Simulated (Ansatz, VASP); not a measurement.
# Two plane-wave programs on LaScF

```
CELL_PARAMETERS angstrom
3.15714 0.00000 0.00000
0.00000 3.15714 0.00000
0.00000 0.00000 6.90802
ATOMIC_POSITIONS crystal
La 0.00000 0.00000 0.00000
Sc 0.00000 0.00000 0.50000
F 0.50000 0.50000 0.50000
```

Alike in both runs: functional PBE; k mesh 6 × 6 × 4; occupations gaussian, width 0.1 eV; no spin polarisation.

Ansatz relaxed the structure, and its values are those at the end. VASP's run is a single point on that final structure, the one shown.

```csv
,VASP,Ansatz
version,VASP 6.6.1,Ansatz 0.2.0
potentials or method,"VASP PAW PBE potentials, release 64 (La, Sc_sv, F), cutoff 520 eV","scalar-relativistic, plane waves, PAW"
valence electrons in the cell,29,29
```

|  | VASP | Ansatz | Ansatz less VASP |
| --- | --- | --- | --- |
| gap on the k mesh at the Fermi level (eV) | none | none | - |
| pressure (GPa) | 0.2 | 0.1 | -0.12 |

A gap of «none» marks a metal or a gap that the smearing closes.

Spin-orbit coupling is off throughout.
